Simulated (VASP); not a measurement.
# TiO2 (Fm-3m) in VASP: further runs, part 2 of 2

VASP 6.6.1. The steps go on from the part before.

**3. Single point, r2SCAN**

POSCAR reads:

```
TiO2
1.0
    0.0000000000      2.3968272579      2.3968272579
    2.3968272579      0.0000000000      2.3968272579
    2.3968272579      2.3968272579      0.0000000000
Ti O
1 2
Direct
    0.0000000000      0.0000000000      0.0000000000
    0.2500000000      0.2500000000      0.2500000000
    0.7500000000      0.7500000000      0.7500000000
```

INCAR.step1 reads:

```
SYSTEM = TiO2
ALGO     = Normal         ! electronic algorithm
EDIFF    = 1E-5           ! SCF threshold, eV
ENCUT    = 1480           ! plane-wave cutoff, eV
GGA      = PE             ! functional
GGA_COMPAT= .FALSE.      
ISMEAR   = 0              ! smearing method
LASPH    = .TRUE.         ! aspherical terms in the spheres
LCHARG   = .FALSE.        ! write CHGCAR
LREAL    = .FALSE.        ! projectors in reciprocal space
LWAVE    = .TRUE.         ! write WAVECAR
NBANDS   = 19             ! bands
NELM     = 120            ! most SCF steps
PREC     = Accurate       ! precision mode
SIGMA    = 0.01           ! smearing width, eV
```

INCAR.step2 reads:

```
SYSTEM = TiO2
ALGO     = Normal         ! electronic algorithm
EDIFF    = 1E-6           ! SCF threshold, eV
ENCUT    = 1480           ! plane-wave cutoff, eV
GGA_COMPAT= .FALSE.      
ISIF     = 2              ! what is computed and relaxed
ISMEAR   = 0              ! smearing method
ISTART   = 1            
LASPH    = .TRUE.         ! aspherical terms in the spheres
LCHARG   = .FALSE.        ! write CHGCAR
LMIXTAU  = .TRUE.       
LREAL    = .FALSE.        ! projectors in reciprocal space
LWAVE    = .FALSE.        ! write WAVECAR
METAGGA  = R2SCAN         ! meta-GGA
NBANDS   = 19             ! bands
NELM     = 120            ! most SCF steps
PREC     = Accurate       ! precision mode
SIGMA    = 0.01           ! smearing width, eV
```

KPOINTS reads:

```
k-points
0
G
  6 6 6
  0 0 0
```

Potentials or basis: VASP PAW PBE potentials, release 64 (Ti_sv, O_h).

The run is started by

```sh
> cat potpaw_PBE.64/Ti_sv/POTCAR potpaw_PBE.64/O_h/POTCAR > POTCAR
> cp INCAR.step1 INCAR
> mpirun -np 1 vasp_std > vasp.out
> cp INCAR.step2 INCAR
> mpirun -np 1 vasp_std > vasp.out
```

OUTCAR:

```text
SYSTEM = TiO2
   EDIFF = 1E-6
   ENCUT = 1480
   ISIF = 2
   ISMEAR = 0
   ISTART = 1
   LASPH = .TRUE.
   LREAL = .FALSE.
   METAGGA = R2SCAN
   NELM = 120
   PREC = Accurate

 ion  position               nearest neighbor table
   1  0.000  0.000  0.000-   3 2.08   3 2.08   3 2.08   2 2.08   3 2.08   2 2.08   2 2.08   2 2.08

   2  0.250  0.250  0.250-   1 2.08   1 2.08   1 2.08   1 2.08
   3  0.750  0.750  0.750-   1 2.08   1 2.08   1 2.08   1 2.08

  LATTYP: Found a face centered cubic cell.
 ALAT       =     4.7936545158

  Lattice vectors:

 A1 = (   0.0000000000,   2.3968272579,   2.3968272579)
 A2 = (   2.3968272579,   0.0000000000,   2.3968272579)
 A3 = (   2.3968272579,   2.3968272579,   0.0000000000)

Analysis of symmetry for initial positions (statically):
=====================================================================
 Subroutine PRICEL returns:
 Original cell was already a primitive cell.

 Routine SETGRP: Setting up the symmetry group for a
 face centered cubic supercell.

 Subroutine GETGRP returns: Found 48 space group operations
 (whereof 48 operations were pure point group operations)
 out of a pool of 48 trial point group operations.

The static configuration has the point symmetry O_h .

Analysis of symmetry for dynamics (positions and initial velocities):
=====================================================================
 Subroutine PRICEL returns:
 Original cell was already a primitive cell.

 Routine SETGRP: Setting up the symmetry group for a
 face centered cubic supercell.

 Subroutine GETGRP returns: Found 48 space group operations
 (whereof 48 operations were pure point group operations)
 out of a pool of 48 trial point group operations.

The dynamic configuration has the point symmetry O_h .

 Subroutine INISYM returns: Found 48 space group operations
 (whereof 48 operations are pure point group operations),
 and found     1 'primitive' translations

----------------------------------------------------------------------------------------

                                     Primitive cell

  volume of cell :      27.5385

  direct lattice vectors                    reciprocal lattice vectors
     0.000000000  2.396827258  2.396827258    -0.208609110  0.208609110  0.208609110
     2.396827258  0.000000000  2.396827258     0.208609110 -0.208609110  0.208609110
     2.396827258  2.396827258  0.000000000     0.208609110  0.208609110 -0.208609110

  length of vectors
     3.389625615  3.389625615  3.389625615     0.361321577  0.361321577  0.361321577

  position of ions in fractional coordinates (direct lattice)
     0.000000000  0.000000000  0.000000000
     0.250000000  0.250000000  0.250000000
     0.750000000  0.750000000  0.750000000

  ion indices of the primitive-cell ions
   primitive index   ion index
                 1           1
                 2           2
                 3           3

----------------------------------------------------------------------------------------

 KPOINTS: k-points

Automatic generation of k-mesh.
 Grid dimensions read from file:
 generate k-points for:    6    6    6

 Generating k-lattice:

  Cartesian coordinates                     Fractional coordinates (reciprocal lattice)
    -0.034768185  0.034768185  0.034768185     0.166666667  0.000000000  0.000000000
     0.034768185 -0.034768185  0.034768185     0.000000000  0.166666667  0.000000000
     0.034768185  0.034768185 -0.034768185     0.000000000  0.000000000  0.166666667

  Length of vectors
     0.060220263  0.060220263  0.060220263

  Shift w.r.t. Gamma in fractional coordinates (k-lattice)
     0.000000000  0.000000000  0.000000000

 Subroutine IBZKPT returns following result:
 ===========================================

 Found     16 irreducible k-points:

 Following reciprocal coordinates:
            Coordinates               Weight
  0.000000  0.000000  0.000000      1.000000
  0.166667  0.000000  0.000000      8.000000
  0.333333  0.000000  0.000000      8.000000
  0.500000  0.000000  0.000000      4.000000
  0.166667  0.166667  0.000000      6.000000
  0.333333  0.166667  0.000000     24.000000
[... 8 lines left out ...]
 -0.333333  0.333333  0.166667     24.000000
 -0.333333  0.500000  0.166667     12.000000
   k-points           NKPTS =     16   k-points in BZ     NKDIM =     16   number of bands    NBANDS=     19
   number of dos      NEDOS =    301   number of ions     NIONS =      3
   total plane-waves  NPLWV = 110592
   dimension x,y,z NGX =    48 NGY =   48 NGZ =   48
   dimension x,y,z NGXF=    96 NGYF=   96 NGZF=   96
   ions per type =               1   2
   NGX,Y,Z   is equivalent  to a cutoff of  23.54, 23.54, 23.54 a.u.
   NGXF,Y,Z  is equivalent  to a cutoff of  47.08, 47.08, 47.08 a.u.
 SYSTEM =  TiO2
   PREC   = accura    normal or accurate (medium, high low for compatibility)
   ISTART =      1    job   : 0-new  1-cont  2-samecut
   ICHARG =      0    charge: 1-file 2-atom 10-const
   ISPIN  =      1    spin polarized calculation?
   LNONCOLLINEAR =      F non collinear calculations
   LSORBIT =      F    spin-orbit coupling
   LASPH  =      T    aspherical Exc in radial PAW
   ENCUT  = 1480.0 eV 108.78 Ry   10.43 a.u.  10.63 10.63 10.63*2*pi/ulx,y,z
   NELM   =    120;   NELMIN=  2; NELMDL=  0     # of ELM steps
   EDIFF  = 0.1E-05   stopping-criterion for ELM
   LREAL  =      F    real-space projection
[... 7 lines left out ...]
   TEBEG  =    0.0;   TEEND  =   0.0 temperature during run
   PSTRESS=    0.0 pullay stress
   NELECT =      24.0000    total number of electrons
   NUPDOWN=      -1.0000    fix difference up-down
   EMIN   =  10.00;   EMAX   =-10.00  energy-range for DOS
   EFERMI =   0.00;   METHOD = LEGACY
   ISMEAR =     0;   SIGMA  =   0.01  broadening in eV -4-tet -1-fermi 0-gaus
   EFERMI_NEDOS =   21; number of points for ismear=-14 and -15
   IALGO  =     38    algorithm
   IMIX   =      4    mixing-type and parameters
     AMIX     =   0.40;   BMIX     =  1.00
     AMIX_MAG =   1.60;   BMIX_MAG =  1.00
  volume/ion in A,a.u.               =       9.18        61.95
  Fermi-wavevector in a.u.,A,eV,Ry     =   1.563742  2.955044 33.270189  2.445290
  Thomas-Fermi vector in A             =   2.666469
   LORBIT       =      0    0 simple, 1 ext, 2 COOP (PROOUT), +10 PAW based schemes
   METAGGA = R2SCAN    functional components
   LHFCALC =     F    Hartree Fock is set to
   AEXX    =    0.0000 exact exchange contribution
   IVDW    =     0    specifies the selected vdW correction
   LEPSILON=     F    determine dielectric tensor
   LRPA    =     F    only Hartree local field effects (RPA)
 non-spin polarized calculation
 Gauss-broadening in eV      SIGMA  =   0.01
  energy-cutoff  :     1480.00
  volume of cell :       27.54
 maximum number of plane-waves:      3593
 NGX is ok and might be reduce to    48
   NGX = 21   NGY = 21   NGZ = 21

 number of electron      24.0000000 magnetization

 Free energy of the ion-electron system (eV)
  ---------------------------------------------------
  ext. energy  EPLUGINS =         0.00000000
  ---------------------------------------------------
  free energy    TOTEN  =       -34.13264190 eV

  energy without entropy =      -34.13264190  energy(sigma->0) =      -34.13264190

 E-fermi :   7.8342     XC(G=0): -13.0639

 val. band max:        7.6750481419   @ k =   0.5000   0.5000   0.0000
 cond. band min:       9.2244344725   @ k =   0.0000   0.0000   0.0000
 fundamental gap:      1.5493863306
 Fermi energy:         7.8342412201

 k-point     1 :       0.0000    0.0000    0.0000
  band No.  band energies     occupation
      1     -52.3269      2.00000
      2     -27.3614      2.00000
      3     -27.3614      2.00000
      4     -27.3614      2.00000
      5     -13.0793      2.00000
      6      -9.2674      2.00000
[... 11 lines left out ...]
     18      15.9571      0.00000
     19      22.7191      0.00000

 k-point     2 :       0.1667    0.0000    0.0000
  band No.  band energies     occupation
      1     -52.3210      2.00000
      2     -27.4290      2.00000
      3     -27.3692      2.00000
      4     -27.3692      2.00000
      5     -12.7575      2.00000
      6      -9.6319      2.00000
[... 300 lines left out ...]
 k-point    16 :      -0.3333    0.5000    0.1667
  band No.  band energies     occupation
      1     -52.2954      2.00000
      2     -27.5892      2.00000
      3     -27.4883      2.00000
      4     -27.4382      2.00000
      5     -11.0497      2.00000
      6     -10.9102      2.00000
[... 11 lines left out ...]
     18      19.8831      0.00000
     19      24.0753      0.00000

------------------------ aborting loop because EDIFF is reached ----------------------------------------

  FORCE on cell =-STRESS in cart. coord.  units (eV):
  Direction    XX          YY          ZZ          XY          YZ          ZX
  --------------------------------------------------------------------------------------
  -------------------------------------------------------------------------------------
  Total        0.2370407      0.2370407      0.2370407     -0.0000000      0.0000000     -0.0000000
  in kB       13.7909193     13.7909193     13.7909193     -0.0000000      0.0000000     -0.0000000
  external PRESSURE =      13.7909193 kB  Pullay stress =       0.0000000 kB

 VOLUME and BASIS-vectors are now :
 -----------------------------------------------------------------------------
  energy-cutoff  :     1480.00
  volume of cell :       27.54
      direct lattice vectors                 reciprocal lattice vectors
     0.000000000  2.396827258  2.396827258    -0.208609110  0.208609110  0.208609110
     2.396827258  0.000000000  2.396827258     0.208609110 -0.208609110  0.208609110
     2.396827258  2.396827258  0.000000000     0.208609110  0.208609110 -0.208609110

 POSITION                                       TOTAL-FORCE (eV/Angst)
 -----------------------------------------------------------------------------------
      0.00000      0.00000      0.00000        -0.000000      0.000000     -0.000000
      1.19841      1.19841      1.19841         0.000000     -0.000000     -0.000000
      3.59524      3.59524      3.59524         0.000000      0.000000      0.000000
 -----------------------------------------------------------------------------------
    total drift:                               -0.000000     -0.000000      0.000000

  FREE ENERGIE OF THE ION-ELECTRON SYSTEM (eV)
  ---------------------------------------------------
  free  energy   TOTEN  =       -34.1326418969 eV

  energy  without entropy=      -34.1326418969  energy(sigma->0) =      -34.13264190
```

It took 1.9 min on 1 thread of Intel Xeon 6975P-C (Granite Rapids), shared host; peak memory 0.38 GiB.

Results:

```
Free energy            : -34.1326 eV
Pressure               : 1.4 GPa
Band gap on the k mesh : 1.55 eV (least direct gap 2.25 eV)
```

Levels at points of the mesh, in eV from the valence-band top:
```tsv
k point	band 8	band 9	band 10	band 11	band 12	band 13	band 14	band 15	band 16	band 17
(0.00, 0.00, 0.00)	-6.18	-6.18	-0.91	-0.91	-0.91	1.55	1.55	5.72	5.72	5.72
(0.50, 0.00, 0.00)	-5.04	-3.48	-3.34	-2.62	-2.62	1.86	1.86	3.16	5.32	5.32
(0.50, 0.50, 0.00)	-4.76	-4.76	-2.15	-2.15	0.00	2.25	2.26	3.19	4.48	4.48
```

Caveat: the structure was generated, so it needn't be the stable form of TiO2; the PAW data sets were made with another functional, which shifts forces and pressure a little.
